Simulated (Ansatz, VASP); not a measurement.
One calculation of AlNi3, two programs

The input POSCAR:

```
AlNi3
1.0
    0.0000000000      2.8018887551      2.8018887551
    2.8018887551      0.0000000000      2.8018887551
    2.8018887551      2.8018887551      0.0000000000
Al Ni
1 3
Direct
    0.5000000000      0.5000000000      0.5000000000
    0.2500000000      0.2500000000      0.2500000000
    0.0000000000      0.0000000000      0.0000000000
    0.7500000000      0.7500000000      0.7500000000
```

INCAR.step1

```
PREC     = Accurate       # precision mode
ENCUT    = 760            # plane-wave cutoff, eV
ISMEAR   = 0              # smearing method
SIGMA    = 0.1            # smearing width, eV
LREAL    = False          # projectors in reciprocal space
LASPH    = True           # aspherical terms in the spheres
NELM     = 120            # most SCF steps
NBANDS   = 36             # bands
GGA      = PE             # functional
ALGO     = Normal         # electronic algorithm
EDIFF    = 1E-5           # SCF threshold, eV
LWAVE    = True           # write WAVECAR
LCHARG   = False          # write CHGCAR
GGA_COMPAT= False
```

File INCAR.step2:

```
PREC     = Accurate       # precision mode
ENCUT    = 760            # plane-wave cutoff, eV
EDIFF    = 1E-6           # SCF threshold, eV
ISMEAR   = 0              # smearing method
SIGMA    = 0.1            # smearing width, eV
LREAL    = False          # projectors in reciprocal space
LASPH    = True           # aspherical terms in the spheres
NELM     = 120            # most SCF steps
ALGO     = Normal         # electronic algorithm
ISIF     = 2              # what is computed and relaxed
LWAVE    = False          # write WAVECAR
LCHARG   = False          # write CHGCAR
METAGGA  = R2SCAN         # meta-GGA
LMIXTAU  = True         
NBANDS   = 36             # bands
ISTART   = 1            
GGA_COMPAT= False
```

File KPOINTS:

```
regular mesh
0
Gamma
  1 1 1
```

Input for Ansatz:

```yaml
crystal:
  lattice:
    - [0.0, 2.8018887551, 2.8018887551]
    - [2.8018887551, 0.0, 2.8018887551]
    - [2.8018887551, 2.8018887551, 0.0]
  atoms:
    - { symbol: Al, position: [0.5, 0.5, 0.5] }
    - { symbol: Ni, position: [0.25, 0.25, 0.25] }
    - { symbol: Ni, position: [0.0, 0.0, 0.0] }
    - { symbol: Ni, position: [0.75, 0.75, 0.75] }
basis:
  ecutwfc: 500
kpoints:
  mp_grid: { grid: [1, 1, 1] }
hamiltonian:
  xc: r2scan
scf:
  occupations: { method: gaussian, width: 0.1 }
output:
  forces: true
  stress: true
  eigenvalues: true
```

Alike in both runs: task single point; functional r2SCAN; k mesh 1 × 1 × 1; occupations gaussian, width 0.1 eV; no spin polarisation.

|  | VASP | Ansatz |
| --- | --- | --- |
| version | VASP 6.6.1 | Ansatz 0.2.0 |
| potentials or method | VASP PAW PBE potentials, release 64 (Al, Ni_sv_GW), cutoff 760 eV | scalar-relativistic, plane waves, PAW |
| valence electrons in the cell | 57 | 57 |

Ansatz gave:

| Property | Result |
| --- | --- |
| pressure (GPa) | 3.7 |

**Question.** Which values does VASP return?

**Answer.** Pressure (GPa): 3.2.

VASP's potentials were made for PBE, not for r2SCAN.

The k mesh is coarse, so the values compare programs but aren't converged.
